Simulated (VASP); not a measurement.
Input of a VASP 6.6.1 run:

File INCAR:

```
SYSTEM = Y2Tl
PREC = Accurate
ENCUT = 520
EDIFF = 1E-7
ISMEAR = 1
SIGMA = 0.0805
LREAL = .FALSE.
LASPH = .TRUE.
NELM = 60
ALGO = Normal
ISIF = 2
LWAVE = .FALSE.
LCHARG = .FALSE.
GGA = PE
NBANDS = 44
```

KPOINTS

```
Automatic mesh
0
G
  4 4 3
  0 0 0
```

File POSCAR:

```
Y2Tl
1.0
    5.4164970000      0.0000000000      0.0000000000
   -2.7082480000      4.6908260000      0.0000000000
    0.0000000000      0.0000000000      6.7482600000
Y Tl
4 2
Direct
    0.3333000000      0.6667000000      0.7500000000
    0.6666000000      0.3333000000      0.2500000000
    0.0000000000      0.0000000000      0.0000000000
    0.0000000000      0.0000000000      0.5000000000
    0.3333000000      0.6667000000      0.2500000000
    0.6666000000      0.3333000000      0.7500000000
```

Potentials or basis: VASP PAW PBE potentials, release 64 (Y_sv, Tl_d).

Run with:

```bash
$ cat potpaw_PBE.64/Y_sv/POTCAR potpaw_PBE.64/Tl_d/POTCAR > POTCAR
$ mpirun -np 1 vasp_std > vasp.out
```

Problem. Predict the band gap on the k mesh.

Solution. Zero (band 35 reaches 5.02 eV, above the bottom of band 36 at 4.65 eV).

Problem. Estimate the pressure.

Solution. 0.4 GPa.

Stress tensor (GPa, compression positive):
```
0.11 0.00 0.00
0.00 0.12 0.00
0.00 0.00 0.91
```

Caveat: spin-orbit coupling is left out, which moves the levels of the heavy elements.
